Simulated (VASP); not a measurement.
# Ir (Fd-3m) in VASP: notebook, part 2 of 2

VASP 6.6.1.

## (5) Single point, LDA

This run uses another cell than the first one, of 20.74 Å³/atom, 1.010 times its volume.

Contents of INCAR:

```
  ALGO = Normal
  EDIFF = 1E-6
  ENCUT = 500
  GGA_COMPAT = False
  ISIF = 2
  ISMEAR = -1
  LASPH = True
  LCHARG = True
  LELF = True
  LREAL = False
  LVHAR = True
  LWAVE = False
  NBANDS = 16
  NELM = 120
  PREC = Accurate
  SIGMA = 0.05
```

Contents of KPOINTS:

```
k-points
0
Gamma
  7 7 7
```

Contents of POSCAR:

```
Ir
1.0
    0.0000000000      2.7473158615      2.7473158615
    2.7473158615      0.0000000000      2.7473158615
    2.7473158615      2.7473158615      0.0000000000
Ir
2
Direct
    1.0000000000      1.0000000000      1.0000000000
    0.2500000000      0.2500000000      0.2500000000
```

Potentials or basis: VASP PAW LDA potentials, release 64 (Ir).

Command:

```
$ cat potpaw_LDA.64/Ir/POTCAR > POTCAR
$ mpirun -np 1 vasp_std > vasp.out
```

OUTCAR:

```text
EDIFF = 1E-6
   ENCUT = 500
   ISIF = 2
   ISMEAR = -1
   LASPH = True
   LREAL = False
   NELM = 120
   PREC = Accurate

 ion  position               nearest neighbor table
   1  0.000  0.000  0.000-   2 2.38   2 2.38   2 2.38   2 2.38
   2  0.250  0.250  0.250-   1 2.38   1 2.38   1 2.38   1 2.38

  LATTYP: Found a face centered cubic cell.
 ALAT       =     5.4946317230

  Lattice vectors:

 A1 = (   0.0000000000,   2.7473158615,   2.7473158615)
 A2 = (   2.7473158615,   0.0000000000,   2.7473158615)
 A3 = (   2.7473158615,   2.7473158615,   0.0000000000)

Analysis of symmetry for initial positions (statically):
=====================================================================
 Subroutine PRICEL returns:
 Original cell was already a primitive cell.

 Routine SETGRP: Setting up the symmetry group for a
 face centered cubic supercell.

 Subroutine GETGRP returns: Found 48 space group operations
 (whereof 24 operations were pure point group operations)
 out of a pool of 48 trial point group operations.

The static configuration has the point symmetry T_d .
 The point group associated with its full space group is O_h .

Analysis of symmetry for dynamics (positions and initial velocities):
[... 156 lines left out ...]
 val. band max:        5.4279498366   @ k =   0.4286   0.2857   0.0000
 cond. band min:       5.5228135318   @ k =   0.4286   0.1429   0.0000
 fundamental gap:      0.0948636952
 Fermi energy:         5.5180847927

 k-point     1 :       0.0000    0.0000    0.0000
  band No.  band energies     occupation
      1      -2.7801      2.00000
      2       0.1800      2.00000
      3       0.1800      2.00000
      4       0.6276      2.00000
      5       0.6276      2.00000
      6       0.6276      2.00000
[... 357 lines left out ...]
      3       0.5237      2.00000
      4       0.5372      2.00000
      5       1.5923      2.00000
      6       2.4079      2.00000
[... 8 lines left out ...]
     15      17.5340      0.00000
     16      20.0900      0.00000

------------------------ aborting loop because EDIFF is reached ----------------------------------------

  FORCE on cell =-STRESS in cart. coord.  units (eV):
  Direction    XX          YY          ZZ          XY          YZ          ZX
  --------------------------------------------------------------------------------------
  -------------------------------------------------------------------------------------
  Total       -0.4813906     -0.4813906     -0.4813906      0.0000000     -0.0000000      0.0000000
  in kB      -18.5974090    -18.5974090    -18.5974090      0.0000000     -0.0000000      0.0000000
  external PRESSURE =     -18.5974090 kB  Pullay stress =       0.0000000 kB

 VOLUME and BASIS-vectors are now :
 -----------------------------------------------------------------------------
  energy-cutoff  :      500.00
  volume of cell :       41.47
      direct lattice vectors                 reciprocal lattice vectors
     0.000000000  2.747315862  2.747315862    -0.181995819  0.181995819  0.181995819
     2.747315862  0.000000000  2.747315862     0.181995819 -0.181995819  0.181995819
     2.747315862  2.747315862  0.000000000     0.181995819  0.181995819 -0.181995819

 POSITION                                       TOTAL-FORCE (eV/Angst)
 -----------------------------------------------------------------------------------
      0.00000      0.00000      0.00000        -0.000000      0.000000      0.000000
      1.37366      1.37366      1.37366         0.000000     -0.000000     -0.000000
 -----------------------------------------------------------------------------------
    total drift:                                0.000000      0.000000      0.000000

  FREE ENERGIE OF THE ION-ELECTRON SYSTEM (eV)
  ---------------------------------------------------
  free  energy   TOTEN  =       -18.2415103053 eV

  energy  without entropy=      -18.2263753532  energy(sigma->0) =      -18.23394283
```

OSZICAR:

```text
N       E                     dE             d eps       ncg     rms          rms(c)
DAV:   1     0.140813180486E+03    0.14081E+03   -0.77615E+03   640   0.102E+03
DAV:   2    -0.144554245068E+02   -0.15527E+03   -0.13586E+03   640   0.288E+02
DAV:   3    -0.192974435414E+02   -0.48420E+01   -0.47793E+01   864   0.607E+01
DAV:   4    -0.193496970860E+02   -0.52254E-01   -0.52248E-01   704   0.586E+00
DAV:   5    -0.193512078668E+02   -0.15108E-02   -0.15108E-02   888   0.101E+00    0.162E+01
DAV:   6    -0.183829837970E+02    0.96822E+00   -0.17184E+00   848   0.151E+01    0.616E+00
DAV:   7    -0.182633567479E+02    0.11963E+00   -0.16295E-01   976   0.389E+00    0.227E+00
DAV:   8    -0.182415967430E+02    0.21760E-01   -0.17187E-02   728   0.981E-01    0.244E-01
DAV:   9    -0.182415081501E+02    0.88593E-04   -0.66681E-04   792   0.191E-01    0.669E-02
DAV:  10    -0.182415096207E+02   -0.14705E-05   -0.30789E-05   816   0.459E-02    0.969E-03
DAV:  11    -0.182415103053E+02   -0.68460E-06   -0.21233E-06   728   0.128E-02
   1 F= -.18241510E+02 E0= -.18233943E+02  d E =-.151350E-01
```

It took 17 s on 1 thread of Intel Xeon 8259CL, shared host; peak memory 0.15 GiB.

Results:

```
Free energy            : -18.2415 eV
Pressure               : -1.9 GPa
Band gap on the k mesh : zero (band 9 reaches 6.42 eV, above the bottom of band 10 at 4.95 eV)
```

Caveat: spin-orbit coupling is left out, which moves the levels of the heavy elements.

## (6) Summary

```csv
cell,gap on the mesh (eV),pressure (GPa)
"a = 3.872 Å, angles 60.0°, 2 atoms",none,0.2
"a = 3.859 Å, angles 60.0°, 2 atoms",none,2.4
"a = 3.885 Å, angles 60.0°, 2 atoms",none,-1.9
```

Alike in all rows: task single point; level LDA; potentials or basis VASP PAW LDA potentials, release 64 (Ir); no spin polarisation; k mesh 7 × 7 × 7; cutoff (eV) 500; smearing fermi-dirac 0.05 eV.

Caveats: spin-orbit coupling is left out, which moves the levels of the heavy elements.

Total energies depend on the potentials used, so only differences within one code and one set of settings carry meaning.
